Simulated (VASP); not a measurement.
# Si16HC16 (a cell with a defect) in VASP: a series of runs, part 2 of 3

VASP 6.6.1.

### Step 3. Single point, LDA

INCAR reads:

```
ALGO = Normal ; EDIFF = 1E-6
ENCUT = 520 ; GGA = CA
GGA_COMPAT = False ; ISIF = 2
ISMEAR = -1 ; LASPH = True
LCHARG = False ; LREAL = Auto
LWAVE = False ; NBANDS = 86
NELECT = 128.0 ; NELM = 120
PREC = Accurate ; SIGMA = 0.01
```

KPOINTS reads:

```
Automatic mesh
0
Gamma
  1 1 1
  0.25 0.25 0.25
```

POSCAR reads:

```
Si16HC16
1.0
    6.1882622200      0.0000000600      0.0000000000
   -3.0941311600      5.3591922600      0.0000000000
    0.0000000000      0.0000000000     10.1293014700
Si C H
16 16 1
Direct
    0.3324690400      0.1675802800      0.9395289400
    0.1663047200      0.3331076700      0.4371394600
    0.0016099100     -0.0030485100      0.6867805000
   -0.0013949100      0.0008185600      0.1891637400
    0.3242611000      0.6669655400      0.9515610500
    0.1677658600      0.8355764300      0.4383953000
    0.0004747800      0.4923278100      0.6890953200
   -0.0023504400      0.5009118800      0.1909432500
    0.8324299700      0.1637821200      0.9405172000
    0.6703245700      0.3352311800      0.4372037000
    0.5068781300      0.0095685200      0.6851285800
    0.4987075800      0.0022407700      0.1905437300
    0.8320265600      0.6660021200      0.9406000600
    0.6687670200      0.8367525400      0.4372709700
    0.5071448600      0.4835826500      0.6785730700
    0.4984733000      0.5017462200      0.1901917900
    0.3344037400      0.1639768400      0.7511689700
    0.1640255500      0.3350755100      0.2509594500
    0.0014402700      0.0004519200      0.5014116900
   -0.0008413100     -0.0002292100      0.0018919400
    0.3474126000      0.6759043600      0.7519981600
    0.1644853600      0.8352906100      0.2517535300
    0.0056937700      0.5022983800      0.5036366100
   -0.0079035500      0.4966069800      0.0036891100
    0.8372242700      0.1627565200      0.7526248000
    0.6649345700      0.3361749800      0.2515095100
    0.5027844500      0.0024150700      0.5008897300
    0.4986764200      0.0029228900      0.0030703000
    0.8378977200      0.6622989200      0.7510645500
    0.6648289900      0.8362073200      0.2509553500
    0.5021594600      0.5006067600      0.4978062500
    0.4965062800      0.5014963000      0.0021702700
    0.5236523700      0.7056317000      0.8014265900
```

Potentials or basis: VASP PAW LDA potentials, release 64 (Si, C, H).

Command:

```console
$ cat potpaw_LDA.64/Si/POTCAR potpaw_LDA.64/C/POTCAR potpaw_LDA.64/H/POTCAR > POTCAR
$ mpirun -np 1 vasp_std > vasp.out
```

OUTCAR:

```text
EDIFF = 1E-6
   ENCUT = 520
   GGA = CA
   ISIF = 2
   ISMEAR = -1
   LASPH = True
   LREAL = Auto
   NELECT = 128.0
   NELM = 120
   PREC = Accurate

 ion  position               nearest neighbor table
   1  0.332  0.168  0.940-  28 1.89  20 1.89  32 1.90  17 1.91   5 3.08   9 3.08  13 3.09   4 3.10
                            13 3.10  12 3.10   9 3.11  16 3.11   3 3.11   5 3.12  11 3.13  15 3.14
   2  0.166  0.333  0.437-  18 1.89  23 1.89  19 1.90  31 1.90  15 3.05  16 3.07  14 3.08  10 3.08
                             8 3.08   4 3.08   6 3.08   7 3.09   3 3.10   6 3.10  10 3.11  14 3.11
   3  0.002  0.997  0.687-  19 1.88  25 1.89  17 1.90  29 1.91   6 3.07   7 3.07  15 3.07  11 3.09
                            14 3.09  11 3.10   2 3.10   1 3.11   7 3.12  15 3.12  13 3.12   9 3.14
[... 761 lines left out ...]
  external PRESSURE =    -123.7355953 kB  Pullay stress =       0.0000000 kB

 VOLUME and BASIS-vectors are now :
 -----------------------------------------------------------------------------
  energy-cutoff  :      520.00
  volume of cell :      335.93
      direct lattice vectors                 reciprocal lattice vectors
     6.188262220  0.000000060  0.000000000     0.161596254  0.093297643  0.000000000
    -3.094131160  5.359192260  0.000000000    -0.000000002  0.186595283  0.000000000
     0.000000000  0.000000000 10.129301470     0.000000000  0.000000000  0.098723491

 POSITION                                       TOTAL-FORCE (eV/Angst)
 -----------------------------------------------------------------------------------
      1.53889      0.89809      9.51677        -0.099536      0.062936     -0.005808
     -0.00154      1.78519      4.42792         0.093054     -0.046217      0.013858
     -3.07474      5.34285      6.95661         0.084517     -0.022917     -0.013192
      6.17710      0.00439      1.91610        -0.075572      0.069572     -0.000451
     -0.05707      3.57440      9.63865        -0.135607      0.054593      0.026825
     -1.54720      4.47801      4.44064         0.110297     -0.041455      0.009794
[... 25 lines left out ...]
      1.52082      2.68762      0.02198         0.113270     -0.051451      0.001934
      1.05718      3.78162      8.11789         0.295264      0.120580      0.083833
 -----------------------------------------------------------------------------------
    total drift:                                0.001698     -0.017369     -0.058310

  FREE ENERGIE OF THE ION-ELECTRON SYSTEM (eV)
  ---------------------------------------------------
  free  energy   TOTEN  =      -282.8782723629 eV

  energy  without entropy=     -282.8782723629  energy(sigma->0) =     -282.87827236
```

OSZICAR:

```text
N       E                     dE             d eps       ncg     rms          rms(c)
DAV:   1     0.343613279940E+03    0.34361E+03   -0.58276E+04  1032   0.134E+03
DAV:   2    -0.273555916970E+03   -0.61717E+03   -0.58699E+03  1292   0.234E+02
DAV:   3    -0.311555880200E+03   -0.38000E+02   -0.37698E+02  1296   0.564E+01
DAV:   4    -0.312362515430E+03   -0.80664E+00   -0.80400E+00  1272   0.924E+00
DAV:   5    -0.312384628779E+03   -0.22113E-01   -0.22082E-01  1272   0.147E+00    0.350E+01
DAV:   6    -0.284025205431E+03    0.28359E+02   -0.95748E+01  1216   0.232E+01    0.158E+01
DAV:   7    -0.283175435213E+03    0.84977E+00   -0.75817E+00  1336   0.718E+00    0.650E+00
DAV:   8    -0.282918130486E+03    0.25730E+00   -0.58461E-01  1240   0.204E+00    0.213E+00
DAV:   9    -0.282877929650E+03    0.40201E-01   -0.83526E-02  1272   0.842E-01    0.320E-01
DAV:  10    -0.282878323100E+03   -0.39345E-03   -0.69510E-03  1232   0.265E-01    0.185E-01
DAV:  11    -0.282878308756E+03    0.14344E-04   -0.43271E-04  1296   0.715E-02    0.790E-02
DAV:  12    -0.282878273322E+03    0.35434E-04   -0.16305E-04  1248   0.421E-02    0.316E-02
DAV:  13    -0.282878273439E+03   -0.11669E-06   -0.36959E-05  1296   0.202E-02    0.106E-02
DAV:  14    -0.282878272395E+03    0.10440E-05   -0.42263E-06  1176   0.663E-03    0.416E-03
DAV:  15    -0.282878272363E+03    0.31867E-07   -0.75465E-07   664   0.280E-03
   1 F= -.28287827E+03 E0= -.28287827E+03  d E =-.154415E-13
```

stdout:

```text
POSCAR found type information on POSCAR SiC H
 POSCAR found :  3 types and      33 ions
 scaLAPACK will be used
 LDA part: xc-table for (Slater(with rela. corr.)+CA(PZ))
 , standard interpolation
 POSCAR, INCAR and KPOINTS ok, starting setup
 FFT: planning ... GRIDC
 FFT: planning ... GRID_SOFT
 FFT: planning ... GRID
 WAVECAR not read
 entering main loop
 the old and the new charge density differ
 old charge density:   129.00000 new  128.00000
    0.350E+01
```

Run time: 3 min. Hardware: 1 thread of Intel Xeon Platinum 8559C (Emerald Rapids), shared host; peak memory 0.39 GiB.

Results:

| Quantity | Value |
| --- | --- |
| Free energy | -282.8783 eV |
| Largest force | 0.501 eV/Å |

Forces in eV/Å, atoms in the order of the input:
```
Si  -0.100  0.063 -0.006
Si   0.093 -0.046  0.014
Si   0.085 -0.023 -0.013
Si  -0.076  0.070  0.000
Si  -0.136  0.055  0.027
Si   0.110 -0.041  0.010
Si   0.171  0.028 -0.011
Si  -0.090  0.058  0.011
Si  -0.129  0.056 -0.001
Si   0.102 -0.038  0.010
Si   0.075 -0.022 -0.053
Si  -0.095  0.071 -0.011
Si  -0.094  0.050 -0.019
Si   0.096 -0.054  0.004
Si   0.017 -0.021  0.039
Si  -0.082  0.060 -0.016
C   -0.150  0.116  0.015
C    0.164 -0.098  0.002
C   -0.089  0.041  0.026
C    0.101 -0.066 -0.008
C   -0.417 -0.216 -0.175
C    0.162 -0.095 -0.014
C   -0.094 -0.011  0.003
C    0.107 -0.019 -0.017
C   -0.144  0.138 -0.040
C    0.174 -0.080 -0.005
C   -0.103  0.029  0.008
C    0.055 -0.113  0.005
C   -0.201  0.116  0.074
C    0.164 -0.099  0.005
C   -0.087  0.024  0.053
C    0.113 -0.051  0.002
H    0.295  0.121  0.084
```

Caveat: the k points lie up to 0.59 Å⁻¹ apart; the cell carries a net charge on a neutralising background, which shifts energy and pressure; the cell is charged against a uniform background, so pressure and absolute levels hang on convention.

(Continued in part 3 of 3.)
